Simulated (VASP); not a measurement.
Input of a VASP 6.6.1 run:

File INCAR:

```
PREC     = Accurate       # precision mode
ENCUT    = 520            # plane-wave cutoff, eV
EDIFF    = 1E-6           # SCF threshold, eV
ISMEAR   = 0              # smearing method
SIGMA    = 0.05           # smearing width, eV
LREAL    = False          # projectors in reciprocal space
LASPH    = True           # aspherical terms in the spheres
NELM     = 60             # most SCF steps
ALGO     = Normal         # electronic algorithm
ISIF     = 2              # what is computed and relaxed
LWAVE    = False          # write WAVECAR
LCHARG   = False          # write CHGCAR
GGA      = PS             # functional
NBANDS   = 20             # bands
```

KPOINTS

```
Automatic mesh
0
Gamma
  12 12 4
```

POSCAR

```
Al2O3
1.0
    2.8967832423      0.0000000000      0.0000000000
   -1.4483916211      2.5086878770      0.0000000000
    0.0000000000      0.0000000000      6.9686651220
Al O
2 3
Direct
    0.0000000000      0.0000000000      0.2779510000
    0.0000000000      0.0000000000      0.7220490000
    0.3333333333      0.6666666667      0.1994540000
    0.6666666667      0.3333333333      0.8005460000
    0.0000000000      0.0000000000      0.5000000000
```

Potentials or basis: VASP PAW PBE potentials, release 64 (Al, O).

Command:

```bash
$ cat potpaw_PBE.64/Al/POTCAR potpaw_PBE.64/O/POTCAR > POTCAR
$ mpirun -np 1 vasp_std > vasp.out
```

Problem. What does it give for the pressure?

Solution. 35.2 GPa.

Problem. What does it give for the largest force?

Solution. 4.442 eV/Å.

Problem. What does it give for the band gap on the k mesh?

Solution. 3.85 eV, direct.

Stress tensor (GPa, compression positive):
```
20.92  0.00  0.00
 0.00 20.92  0.00
 0.00  0.00 63.86
```

Caveat: the cell differs from its parent crystal (strain -0.040 along x and y, -0.080 along z); the PAW data sets were made with another functional, which shifts forces and pressure a little. A k mesh can miss the band edges.
